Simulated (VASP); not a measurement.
# C3N (Pm-3m) in VASP: a series of runs, part 2 of 2

VASP 6.6.1. The steps go on from the part before.

## Step 5: Single point, PBE, collinear spin, ferromagnetic start

This run uses another cell than the first one, of 13.79 Å³/atom.

The input, INCAR:

```
PREC     = Accurate       # precision mode
ENCUT    = 520            # plane-wave cutoff, eV
EDIFF    = 1E-7           # SCF threshold, eV
ISMEAR   = 0              # smearing method
SIGMA    = 0.1            # smearing width, eV
LREAL    = False          # projectors in reciprocal space
LASPH    = True           # aspherical terms in the spheres
NELM     = 150            # most SCF steps
ALGO     = Normal         # electronic algorithm
ISIF     = 2              # what is computed and relaxed
LWAVE    = False          # write WAVECAR
LCHARG   = False          # write CHGCAR
ISPIN    = 2              # spin polarisation
MAGMOM   = 1 1 1 1        # initial moments
LORBIT   = 11             # projections on sites
GGA      = PE             # functional
NBANDS   = 20             # bands
```

The input, KPOINTS:

```
regular mesh
0
Gamma
  4 4 4
```

The input, POSCAR:

```
C3N
1.0
    3.8063542300      0.0000000000      0.0000000000
    0.0000000000      3.8063542300      0.0000000000
    0.0000000000      0.0000000000      3.8063542300
C N
3 1
Direct
    0.0000000000      0.5000000000      0.5000000000
    0.5000000000      0.0000000000      0.5000000000
    0.5000000000      0.5000000000      0.0000000000
    0.0000000000      0.0000000000      0.0000000000
```

Launch:

```console
cat potpaw_PBE.64/C/POTCAR potpaw_PBE.64/N/POTCAR > POTCAR
mpirun -np 1 vasp_std > vasp.out
```

It took 21 s on 1 thread of AMD EPYC 9R45 (Zen 5), shared host; peak memory 0.14 GiB.

It converged, with:

| Property | Result |
| --- | --- |
| Free energy | -14.3505 eV |
| Pressure | -27.5 GPa |
| Net moment | 0.00 μB per cell |
| Valence electrons inside the program's atomic spheres | C 1.91; N 3.24 |

Levels at points of the mesh, in eV from the Fermi level:
Spin up:
```tsv
k point	band 4	band 5	band 6	band 7	band 8	band 9	band 10	band 11	band 12	band 13
(0.00, 0.00, 0.00)	-6.91	-3.21	-3.21	-3.21	0.54	0.54	0.54	1.32	1.32	1.32
(0.50, 0.00, 0.00)	-6.73	-1.70	-1.70	-1.35	-1.35	-0.37	0.45	0.72	0.81	1.71
(0.50, 0.50, 0.00)	-8.99	-1.83	-1.50	-1.50	-1.24	-0.71	0.18	0.28	0.28	2.16
(0.50, 0.50, 0.50)	-8.43	-4.14	-4.06	-4.06	-4.06	1.85	1.85	1.85	3.00	3.00
```
Spin down:
| k point | band 5 | band 6 | band 7 | band 8 | band 9 | band 10 | band 11 | band 12 |
| --- | --- | --- | --- | --- | --- | --- | --- | --- |
| (0.00, 0.00, 0.00) | -3.21 | -3.21 | -3.21 | 0.54 | 0.54 | 0.54 | 1.32 | 1.32 |
| (0.50, 0.00, 0.00) | -1.70 | -1.70 | -1.35 | -1.35 | -0.37 | 0.45 | 0.72 | 0.81 |
| (0.50, 0.50, 0.00) | -1.83 | -1.50 | -1.50 | -1.24 | -0.71 | 0.18 | 0.28 | 0.28 |
| (0.50, 0.50, 0.50) | -4.14 | -4.06 | -4.06 | -4.06 | 1.85 | 1.85 | 1.85 | 3.00 |

Caveat: the k points lie up to 0.41 Å⁻¹ apart.

## Step 6: Single point, PBE

This run uses another cell than the first one, of 7.52 Å³/atom.

The input, INCAR:

```
SYSTEM = C3N
PREC     = Accurate       ! precision mode
ENCUT    = 520            ! plane-wave cutoff, eV
EDIFF    = 1E-6           ! SCF threshold, eV
ISMEAR   = 0              ! smearing method
SIGMA    = 0.1            ! smearing width, eV
LREAL    = .False.        ! projectors in reciprocal space
LASPH    = .True.         ! aspherical terms in the spheres
NELM     = 60             ! most SCF steps
ALGO     = Normal         ! electronic algorithm
ISIF     = 2              ! what is computed and relaxed
LWAVE    = .False.        ! write WAVECAR
LCHARG   = .True.         ! write CHGCAR
GGA      = PE             ! functional
LELF     = .True.         ! ELF
LVHAR    = .True.       
NBANDS   = 16             ! bands
```

The input, KPOINTS:

```
regular mesh
0
Gamma
  14 14 14
  0 0 0
```

The input, POSCAR:

```
C3N
1.0
    3.1103091139      0.0000000000      0.0000000000
    0.0000000000      3.1103091139      0.0000000000
    0.0000000000      0.0000000000      3.1103091139
C N
3 1
Direct
    0.0000000000      0.5000000000      0.5000000000
    0.5000000000      0.0000000000      0.5000000000
    0.5000000000      0.5000000000      0.0000000000
    0.0000000000      0.0000000000      0.0000000000
```

Potentials or basis: VASP PAW PBE potentials, release 64 (C, N).

Launch:

```console
cat potpaw_PBE.64/C/POTCAR potpaw_PBE.64/N/POTCAR > POTCAR
mpirun -np 1 vasp_std > vasp.out
```

Wall time 15 s (1 thread of AMD EPYC 9R45 (Zen 5), shared host); peak memory 0.14 GiB.

It converged, with:

```
Free energy            : -18.0393 eV
Pressure               : 0.0 GPa
Band gap on the k mesh : zero (an odd number of electrons rules out a gap without spin polarisation)
```

Levels at points of the mesh, in eV from the Fermi level:
```
           k point  band 4  band 5  band 6  band 7  band 8  band 9  band 10  band 11  band 12  band 13
(0.00, 0.00, 0.00)   -6.62   -6.62   -5.44   -5.44    0.90    0.90     0.90     2.32     2.32     2.32
(0.50, 0.00, 0.00)   -4.46   -3.95   -3.95   -3.20   -3.20   -1.32    -0.18     3.23     3.24     3.24
(0.50, 0.50, 0.00)  -11.85   -2.56   -1.98   -1.13   -1.13   -0.42    -0.29    -0.17    -0.17     4.40
(0.50, 0.50, 0.50)   -9.20   -8.36   -8.36   -8.36   -8.25    3.82     3.82     3.82     6.07     6.07
```

## Step 7: Relaxation of cell and atoms, PBE, collinear spin, ferromagnetic start

This run uses another cell than the first one, of 13.79 Å³/atom.

The input, INCAR:

```
SYSTEM = C3N
PREC = Accurate ; ENCUT = 600
EDIFF = 1E-6 ; ISMEAR = 0
SIGMA = 0.1 ; LREAL = .False.
LASPH = .True. ; NELM = 150
ALGO = Normal ; ISIF = 3
LWAVE = .False. ; LCHARG = .False.
ISPIN = 2 ; MAGMOM = 1 1 1 1
LORBIT = 11 ; GGA = PE
IBRION = 2 ; NSW = 90
EDIFFG = -0.04
```

The input, KPOINTS:

```
regular mesh
0
Gamma
  4 4 4
  0 0 0
```

The input, POSCAR:

```
C3N
1.0
    3.8063542300      0.0000000000      0.0000000000
    0.0000000000      3.8063542300      0.0000000000
    0.0000000000      0.0000000000      3.8063542300
C N
3 1
Direct
    0.0000000000      0.5000000000      0.5000000000
    0.5000000000      0.0000000000      0.5000000000
    0.5000000000      0.5000000000      0.0000000000
    0.0000000000      0.0000000000      0.0000000000
```

Launch:

```console
cat potpaw_PBE.64/C/POTCAR potpaw_PBE.64/N/POTCAR > POTCAR
mpirun -np 1 vasp_std > vasp.out
```

Wall time 33 s (1 thread of AMD EPYC 9R45 (Zen 5), shared host); peak memory 0.15 GiB.

The run converged. Its results:

```
Free energy                                           : -18.1075 eV
Relaxed volume                                        : 7.51 Å³/atom
Relaxed cell                                          : a = 3.108 Å, b = 3.108 Å, c = 3.108 Å, α = 90.00°, β = 90.00°, γ = 90.00°
Space group after relaxing (to 0.1 Å)                 : Pm-3m (No. 221)
Energy gained by relaxing                             : 939.1 meV/atom
Ionic steps                                           : 5
Pressure after relaxing                               : -0.8 GPa
Net moment                                            : 0.00 μB per cell
Valence electrons inside the program's atomic spheres : C 2.03; N 3.35
```

The path:
| step | energy change (eV) | largest force (eV/Å) | pressure (GPa) | volume (Å³) |
| --- | --- | --- | --- | --- |
| 1 | 0.0000 | 0.0000 | -27.52 | 55.15 |
| 2 | -2.8937 | 0.0000 | -25.78 | 38.33 |
| 3 | -3.7537 | 0.0000 | 2.43 | 29.48 |
| 4 | -3.7563 | 0.0000 | -0.85 | 30.03 |
| 5 | -3.7563 | 0.0000 | -0.83 | 30.02 |

Final structure:
```
CELL_PARAMETERS angstrom
3.10807 0.00000 0.00000
0.00000 3.10807 0.00000
0.00000 0.00000 3.10807
ATOMIC_POSITIONS crystal
C 0.00000 0.50000 0.50000
C 0.50000 0.00000 0.50000
C 0.50000 0.50000 0.00000
N 0.00000 0.00000 0.00000
```

Levels at points of the mesh, in eV from the Fermi level:
Spin up:
| k point | band 5 | band 6 | band 7 | band 8 | band 9 | band 10 | band 11 | band 12 |
| --- | --- | --- | --- | --- | --- | --- | --- | --- |
| (0.00, 0.00, 0.00) | -6.50 | -5.28 | -5.28 | 1.06 | 1.06 | 1.06 | 2.47 | 2.47 |
| (0.50, 0.00, 0.00) | -3.83 | -3.83 | -3.04 | -3.04 | -1.17 | -0.05 | 3.39 | 3.39 |
| (0.50, 0.50, 0.00) | -2.42 | -1.86 | -0.99 | -0.99 | -0.24 | -0.11 | -0.03 | -0.03 |
| (0.50, 0.50, 0.50) | -8.26 | -8.26 | -8.26 | -8.07 | 3.96 | 3.96 | 3.96 | 6.26 |
Spin down:
```tsv
k point	band 4	band 5	band 6	band 7	band 8	band 9	band 10	band 11	band 12	band 13
(0.00, 0.00, 0.00)	-6.50	-6.50	-5.28	-5.28	1.06	1.06	1.06	2.47	2.47	2.47
(0.50, 0.00, 0.00)	-4.30	-3.83	-3.83	-3.04	-3.04	-1.17	-0.05	3.39	3.39	3.40
(0.50, 0.50, 0.00)	-11.69	-2.42	-1.86	-0.99	-0.99	-0.24	-0.11	-0.03	-0.03	4.55
(0.50, 0.50, 0.50)	-9.05	-8.26	-8.26	-8.26	-8.07	3.96	3.96	3.96	6.26	6.26
```

Caveat: the k points lie up to 0.51 Å⁻¹ apart in the final cell; the volume moved by over 15 % at a fixed basis, so the end points are rough.

## Step 8: Overview

```csv
task,spin,cell,k mesh,cutoff (eV),gap on the mesh (eV),pressure (GPa),moment (μB)
single point,off,"a = 3.115 Å, 4 atoms",6 × 6 × 6,520,none,0.0,-
single point,"collinear, ferromagnetic start","a = 3.103 Å, 4 atoms",4 × 4 × 4,520,none,0.0,0.00
relaxation of cell and atoms,off,"relaxed from a = 3.103 Å, 4 atoms",6 × 6 × 6,600,-,0.2,-
single point,"collinear, ferromagnetic start","a = 3.806 Å, 4 atoms",4 × 4 × 4,520,none,-27.5,0.00
single point,off,"a = 3.110 Å, 4 atoms",14 × 14 × 14,520,none,0.0,-
relaxation of cell and atoms,"collinear, ferromagnetic start","relaxed from a = 3.806 Å, 4 atoms",4 × 4 × 4,600,none,-0.8,0.00
```

Alike in all rows: level PBE; potentials or basis VASP PAW PBE potentials, release 64 (C, N); smearing gaussian 0.1 eV.

Caveats: some runs use coarse meshes; the highest band is partly filled, so the run has too few bands (at least some runs); the volume moved by over 15 % at a fixed basis, so the end points are rough (at least some runs).

Absolute energies hang on the potentials; compare differences alone.
